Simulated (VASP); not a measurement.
# Se (P6_3/mmc) in VASP: relaxation of cell and atoms with PBE

Aim: the relaxation of cell and atoms of Se with PBE.

Everything below comes from runs of VASP 6.6.1. Logs are shortened: lines on timing, memory, paths and dates and some standing lists are left out, and cuts for length are marked.

**1. The cell of the first run**

It takes space group P6_3/mmc (No. 194, hexagonal). The conventional cell has a = 2.512 Å, b = 2.512 Å, c = 4.070 Å, α = 90.00°, β = 90.00°, γ = 120.00°. Se (site symmetry -6m2) has 12 Se at 2.50 to 2.51 Å within 3.3 Å.

This isn't the form of Se at room conditions, which is trigonal, of chains.

**2. Relaxation of cell and atoms, PBE**

File INCAR:

```
ALGO = Normal ; EDIFF = 1E-6
EDIFFG = -0.005 ; ENCUT = 600
GGA = PE ; IBRION = 2
ISIF = 3 ; ISMEAR = -1
LASPH = T ; LCHARG = F
LREAL = F ; LWAVE = F
NELM = 100 ; NSW = 100
PREC = Accurate ; SIGMA = 0.03
```

File KPOINTS:

```
k-points
0
Gamma
  19 19 10
```

File POSCAR:

```
Se
1.0
    2.5123336524      0.0000000000      0.0000000000
   -1.2561668262      2.1757447658      0.0000000000
    0.0000000000      0.0000000000      4.0699805169
Se
2
Direct
    0.3333333333      0.6666666667      0.2500000000
    0.6666666667      0.3333333333      0.7500000000
```

Potentials or basis: VASP PAW PBE potentials, release 64 (Se).

Launch:

```console
$ cat potpaw_PBE.64/Se/POTCAR > POTCAR
$ mpirun -np 1 vasp_std > vasp.out
```

OUTCAR:

```text
EDIFF = 1E-6
   EDIFFG = -0.005
   ENCUT = 600
   GGA = PE
   IBRION = 2
   ISIF = 3
   ISMEAR = -1
   LASPH = T
   LREAL = F
   NELM = 100
   NSW = 100
   PREC = Accurate

 ion  position               nearest neighbor table
   1  0.333  0.667  0.250-   2 2.50   2 2.50   2 2.50   2 2.50   2 2.50   2 2.50
   2  0.667  0.333  0.750-   1 2.50   1 2.50   1 2.50   1 2.50   1 2.50   1 2.50

  LATTYP: Found a hexagonal cell.
 ALAT       =     2.5123336524
 C/A-ratio  =     1.6200000000

  Lattice vectors:

 A1 = (   2.5123336524,   0.0000000000,   0.0000000000)
 A2 = (  -1.2561668262,   2.1757447658,   0.0000000000)
 A3 = (   0.0000000000,   0.0000000000,   4.0699805169)

Analysis of symmetry for initial positions (statically):
=====================================================================
 Subroutine PRICEL returns:
 Original cell was already a primitive cell.

 Routine SETGRP: Setting up the symmetry group for a
 hexagonal supercell.

 Subroutine GETGRP returns: Found 24 space group operations
 (whereof 12 operations were pure point group operations)
 out of a pool of 24 trial point group operations.

The static configuration has the point symmetry D_3d.
 The point group associated with its full space group is D_6h.

Analysis of symmetry for dynamics (positions and initial velocities):
=====================================================================
 Subroutine PRICEL returns:
 Original cell was already a primitive cell.

 Routine SETGRP: Setting up the symmetry group for a
 hexagonal supercell.

 Subroutine GETGRP returns: Found 24 space group operations
 (whereof 12 operations were pure point group operations)
 out of a pool of 24 trial point group operations.

The dynamic configuration has the point symmetry D_3d.
 The point group associated with its full space group is D_6h.

 Subroutine INISYM returns: Found 24 space group operations
 (whereof 12 operations are pure point group operations),
 and found     1 'primitive' translations

----------------------------------------------------------------------------------------

                                     Primitive cell

  volume of cell :      22.2473

  direct lattice vectors                    reciprocal lattice vectors
     2.512333652  0.000000000  0.000000000     0.398036303  0.229806367  0.000000000
    -1.256166826  2.175744766  0.000000000     0.000000000  0.459612734  0.000000000
     0.000000000  0.000000000  4.069980517     0.000000000  0.000000000  0.245701422

  length of vectors
     2.512333652  2.512333652  4.069980517     0.459612734  0.459612734  0.245701422

  position of ions in fractional coordinates (direct lattice)
     0.333333333  0.666666667  0.250000000
     0.666666667  0.333333333  0.750000000

  ion indices of the primitive-cell ions
   primitive index   ion index
                 1           1
                 2           2

----------------------------------------------------------------------------------------

 KPOINTS: k-points

Automatic generation of k-mesh.
 Grid dimensions read from file:
 generate k-points for:   19   19   10

 Generating k-lattice:

  Cartesian coordinates                     Fractional coordinates (reciprocal lattice)
     0.020949279  0.012095072  0.000000000     0.052631579  0.000000000  0.000000000
     0.000000000  0.024190144  0.000000000     0.000000000  0.052631579  0.000000000
     0.000000000  0.000000000  0.024570142     0.000000000  0.000000000  0.100000000

  Length of vectors
     0.024190144  0.024190144  0.024570142

  Shift w.r.t. Gamma in fractional coordinates (k-lattice)
     0.000000000  0.000000000  0.000000000

 Subroutine IBZKPT returns following result:
 ===========================================

 Found    240 irreducible k-points:

 Following reciprocal coordinates:
            Coordinates               Weight
  0.000000  0.000000  0.000000      1.000000
  0.052632  0.000000  0.000000      6.000000
  0.105263  0.000000  0.000000      6.000000
  0.157895  0.000000  0.000000      6.000000
  0.210526  0.000000  0.000000      6.000000
  0.263158  0.000000  0.000000      6.000000
[... 16 lines left out ...]
  0.263158  0.105263  0.000000     12.000000
  0.315789  0.105263  0.000000     12.000000
 [... further k-points ...]
   k-points           NKPTS =    240   k-points in BZ     NKDIM =    240   number of bands    NBANDS=     10
   number of dos      NEDOS =    301   number of ions     NIONS =      2
   total plane-waves  NPLWV =  14400
   dimension x,y,z NGX =    20 NGY =   20 NGZ =   36
   dimension x,y,z NGXF=    40 NGYF=   40 NGZF=   72
   ions per type =               2
   NGX,Y,Z   is equivalent  to a cutoff of  13.23, 13.23, 14.70 a.u.
   NGXF,Y,Z  is equivalent  to a cutoff of  26.47, 26.47, 29.41 a.u.
 SYSTEM =  unknown system
   PREC   = accura    normal or accurate (medium, high low for compatibility)
   ISTART =      0    job   : 0-new  1-cont  2-samecut
   ICHARG =      2    charge: 1-file 2-atom 10-const
   ISPIN  =      1    spin polarized calculation?
   LNONCOLLINEAR =      F non collinear calculations
   LSORBIT =      F    spin-orbit coupling
   LASPH  =      T    aspherical Exc in radial PAW
   ENCUT  =  600.0 eV  44.10 Ry    6.64 a.u.   5.02  5.02  8.13*2*pi/ulx,y,z
   NELM   =    100;   NELMIN=  2; NELMDL= -5     # of ELM steps
   EDIFF  = 0.1E-05   stopping-criterion for ELM
   LREAL  =      F    real-space projection
   EDIFFG = -.5E-02   stopping-criterion for IOM
   NSW    =    100    number of steps for IOM
   IBRION =      2    ionic relax: 0-MD 1-quasi-New 2-CG
   NFREE  =      1    steps in history (QN), initial steepest desc. (CG)
   ISIF   =      3    stress and relaxation
   ISYM   =      2    0-nonsym 1-usesym 2-fastsym
   POTIM  = 0.5000    time-step for ionic-motion
   TEBEG  =    0.0;   TEEND  =   0.0 temperature during run
   PSTRESS=    0.0 pullay stress
   NELECT =      12.0000    total number of electrons
   NUPDOWN=      -1.0000    fix difference up-down
   EMIN   =  10.00;   EMAX   =-10.00  energy-range for DOS
   EFERMI =   0.00;   METHOD = LEGACY
   ISMEAR =    -1;   SIGMA  =   0.03  broadening in eV -4-tet -1-fermi 0-gaus
   EFERMI_NEDOS =   21; number of points for ismear=-14 and -15
   IALGO  =     38    algorithm
   IMIX   =      4    mixing-type and parameters
     AMIX     =   0.40;   BMIX     =  1.00
     AMIX_MAG =   1.60;   BMIX_MAG =  1.00
  volume/ion in A,a.u.               =      11.12        75.07
  Fermi-wavevector in a.u.,A,eV,Ry     =   1.332629  2.518304 24.162601  1.775901
  Thomas-Fermi vector in A             =   2.461550
   LORBIT       =      0    0 simple, 1 ext, 2 COOP (PROOUT), +10 PAW based schemes
   GGA     = PE    functional components
   LHFCALC =     F    Hartree Fock is set to
   AEXX    =    0.0000 exact exchange contribution
   IVDW    =     0    specifies the selected vdW correction
   LEPSILON=     F    determine dielectric tensor
   LRPA    =     F    only Hartree local field effects (RPA)
 conjugate gradient relaxation of ions
 non-spin polarized calculation
  energy-cutoff  :      600.00
  volume of cell :       22.25
 maximum number of plane-waves:       768
 NGX is ok and might be reduce to    20
   NGX =  9   NGY =  9   NGZ = 17

--------------------------------------- Ionic step        1  -------------------------------------------

 number of electron      11.9999998 magnetization

 Free energy of the ion-electron system (eV)
  ---------------------------------------------------
  ext. energy  EPLUGINS =         0.00000000
  ---------------------------------------------------
  free energy    TOTEN  =        -0.03892292 eV

  energy without entropy =       -0.03712537  energy(sigma->0) =       -0.03802415

 E-fermi :  15.1152     XC(G=0): -13.5524

 val. band max:       15.1008066738   @ k =   0.1053   0.1053   0.5000
 cond. band min:      15.1229660173   @ k =   0.1579   0.1053   0.3000
 fundamental gap:      0.0221593434
 Fermi energy:        15.1152201792

 k-point     1 :       0.0000    0.0000    0.0000
  band No.  band energies     occupation
      1      -8.7102      2.00000
      2      -0.8093      2.00000
      3       1.7653      2.00000
      4      19.1079      0.00000
      5      19.1079      0.00000
      6      21.9147      0.00000
      7      21.9147      0.00000
      8      22.9786      0.00000
      9      26.0672      0.00000
     10      27.2430      0.00000
[... 1033 lines left out ...]
 k-point    24 :       0.3158    0.1053    0.0000
  band No.  band energies     occupation
      1      -9.5749      2.00000
      2      -6.5752      2.00000
      3       0.4221      2.00000
      4       2.1391      2.00000
      5       2.1895      2.00000
      6       5.1178      2.00000
      7       5.6877      0.00588
      8       7.6670      0.00000
      9      10.3446      0.00000
     10      14.0935      0.00000

 [... further k-points ...]

[... ionic steps 4 to 25 ...]

--------------------------------------- Ionic step       26  -------------------------------------------

 number of electron      11.9999997 magnetization

------------------------ aborting loop because EDIFF is reached ----------------------------------------

  FORCE on cell =-STRESS in cart. coord.  units (eV):
  Direction    XX          YY          ZZ          XY          YZ          ZX
  --------------------------------------------------------------------------------------
  -------------------------------------------------------------------------------------
  Total        0.0002038      0.0002038      0.0254303      0.0000000      0.0000000      0.0000000
  in kB        0.0072890      0.0072890      0.9093280      0.0000000      0.0000000      0.0000000
  external PRESSURE =       0.3079687 kB  Pullay stress =       0.0000000 kB
[... 378 lines left out ...]
  energy  without entropy=       -6.2784217507  energy(sigma->0) =       -6.27962038

--------------------------------------- Ionic step       28  -------------------------------------------

 number of electron      11.9999997 magnetization

 Free energy of the ion-electron system (eV)
  ---------------------------------------------------
  ext. energy  EPLUGINS =         0.00000000
  ---------------------------------------------------
  free energy    TOTEN  =        -6.28082168 eV

  energy without entropy =       -6.27842736  energy(sigma->0) =       -6.27962452

 E-fermi :   4.6623     XC(G=0): -10.0004

 val. band max:        4.6601422311   @ k =   0.3158   0.2632   0.2000
 cond. band min:       4.6649190567   @ k =   0.1579   0.1579   0.0000
 fundamental gap:      0.0047768256
 Fermi energy:         4.6622852217

 k-point     1 :       0.0000    0.0000    0.0000
  band No.  band energies     occupation
      1     -11.2791      2.00000
      2      -5.5446      2.00000
      3      -0.0122      2.00000
      4       2.2860      2.00000
      5       2.2860      2.00000
      6       5.4232      0.00000
      7       5.4232      0.00000
      8       7.9510      0.00000
      9       8.8527      0.00000
     10      11.7767      0.00000
[... 328 lines left out ...]
  FREE ENERGIE OF THE ION-ELECTRON SYSTEM (eV)
  ---------------------------------------------------
  free  energy   TOTEN  =        -6.2808216836 eV

  energy  without entropy=       -6.2784273590  energy(sigma->0) =       -6.27962452

 reached required accuracy - stopping structural energy minimisation
```

Wall time 13 min (1 thread of Oxide Virtual Turin-like, shared host); peak memory 0.17 GiB.

Results:

```yaml
Free_energy: -6.2808 eV
Relaxed_volume: 22.42 Å³/atom
Relaxed_cell: a = 3.685 Å, b = 3.685 Å, c = 3.812 Å, α = 90.00°, β = 90.00°, γ = 120.00°
Space_group_after_relaxing_to_0.1_Å: P6_3/mmc (No. 194)
Energy_gained_by_relaxing: 3120.9 meV/atom
Ionic_steps: 28
Pressure_after_relaxing: 0.0 GPa
Band_gap_on_the_k_mesh: zero (bands 6 and 7 overlap by 2.09 eV)
```

Step by step:
```csv
step,energy change (eV),largest force (eV/Å),pressure (GPa),volume (Å³)
1,0.0000,0.0000,165.90,22.25
2,-3.2063,0.0000,-8.27,83.71
3,-5.5413,0.0000,-3.18,42.84
4,-5.5542,0.0000,-2.02,42.00
5,-5.5612,0.0000,-0.11,40.80
6,-5.5603,0.0000,-0.87,41.25
7,-5.6243,0.0000,-0.70,41.19
8,-5.8890,0.0000,1.30,40.71
9,-5.9210,0.0000,16.27,38.26
10,-6.1063,0.0000,7.34,39.65
11,-6.1025,0.0000,9.13,39.36
12,-6.1188,0.0000,8.76,39.66
13,-6.1486,0.0000,7.93,40.53
14,-6.1330,0.0000,6.75,42.15
15,-6.1534,0.0000,7.39,41.29
16,-6.1818,0.0000,5.94,41.88
17,-6.2331,0.0000,2.08,43.66
18,-6.2077,0.0000,-3.55,47.37
19,-6.2418,0.0000,-0.19,44.95
20,-6.2419,0.0000,-0.03,44.85
21,-6.2419,0.0000,0.09,44.78
22,-6.2419,0.0000,0.08,44.78
23,-6.2419,0.0000,0.10,44.77
24,-6.2419,0.0000,0.10,44.77
25,-6.2419,0.0000,0.07,44.78
26,-6.2419,0.0000,0.03,44.81
27,-6.2419,0.0000,-0.05,44.85
28,-6.2419,0.0000,-0.01,44.83
```

Final structure:
```
CELL_PARAMETERS angstrom
3.68509 0.00000 0.00000
-1.84254 3.19138 0.00000
0.00000 0.00000 3.81214
ATOMIC_POSITIONS crystal
Se 0.33333 0.66667 0.25000
Se 0.66667 0.33333 0.75000
```

Caveat: the volume moved by over 15 % at a fixed basis, so the end points are rough.
